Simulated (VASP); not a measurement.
**Cu: single point with PBE+D3(BJ)**

Cu:

```xyz
1
Lattice="0.0000 1.8250 1.8250 1.8250 0.0000 1.8250 1.8250 1.8250 0.0000" Properties=species:S:1:pos:R:3 pbc="T T T"
Cu    0.0000    0.0000    0.0000
```

```
Program             : VASP 6.6.1
Task                : single point
Functional          : PBE
Dispersion          : D3(BJ)
Potentials or basis : VASP PAW PBE potentials, release 64 (Cu)
Cutoff              : 520 eV
k mesh              : 8 × 8 × 8
Occupations         : gaussian, width 0.1 eV
Spin                : no spin polarisation
```

```yaml
Pressure: -8.7 GPa
Dispersion_energy_per_atom: -0.566 eV
```

Levels at points of the mesh, in eV from the Fermi level:
```csv
k point,band 2,band 3,band 4,band 5,band 6,band 7,band 8,band 9,band 10,band 11
"(0.00, 0.00, 0.00)",-2.85,-2.85,-2.85,-2.06,-2.06,22.44,24.86,24.86,24.86,27.34
"(0.50, 0.00, 0.00)",-2.88,-2.88,-1.52,-1.52,-0.84,3.70,20.95,21.71,21.71,24.75
"(0.50, 0.50, 0.00)",-4.18,-1.54,-1.38,-1.38,1.60,7.00,12.94,12.94,17.37,19.87
```

It took 3.6 s on 1 thread of Intel(R) Xeon(R) Platinum 8488C (Sapphire Rapids), with other jobs on the host, peak memory 0.13 GiB.

Caveat: the k points lie up to 0.37 Å⁻¹ apart; pairwise dispersion overbinds metals, which lowers pressure and volume.
